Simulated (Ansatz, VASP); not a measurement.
# MoS2, level by level in two programs

```
CELL_PARAMETERS angstrom
3.24884 0.00000 0.00000
-1.62442 2.81358 0.00000
0.00000 0.00000 6.35428
ATOMIC_POSITIONS crystal
Mo 0.00000 0.00000 0.50000
S 0.66667 0.33333 0.74468
S 0.33333 0.66667 0.25532
```

Single points on this cell with VASP 6.6.1 and Ansatz 0.2.0. Each row is one pair of runs. Alike in all rows: spin: off; k mesh: 9 × 9 × 4; smearing: fermi-dirac, width 0.05 eV; VASP's potentials, cutoff: VASP PAW PBE potentials, release 64 (Mo_sv, S), 520 eV.

```csv
level,"Ansatz's potentials, cutoff","gap on the k mesh at the Fermi level (eV), VASP","gap on the k mesh at the Fermi level (eV), Ansatz","pressure (GPa), VASP","pressure (GPa), Ansatz","rms of the force components (eV/Å), VASP","rms of the force components (eV/Å), Ansatz"
RPBE,"Ansatz PAW, 420 eV",none,none,0.8,1.0,0.017,0.025
BLYP+D4,"Ansatz PAW, 420 eV",none,none,-1.1,-1.2,0.149,0.144
r2SCAN+rVV10,"Ansatz PAW, 500 eV",none,?,-3.6,?,0.076,?
```

Fill in what Ansatz gave in row 3.

gap on the k mesh at the Fermi level (eV): none; pressure (GPa): -3.7; rms of the force components (eV/Å): 0.084.

A gap of «none» marks a metal or a gap that the smearing closes.
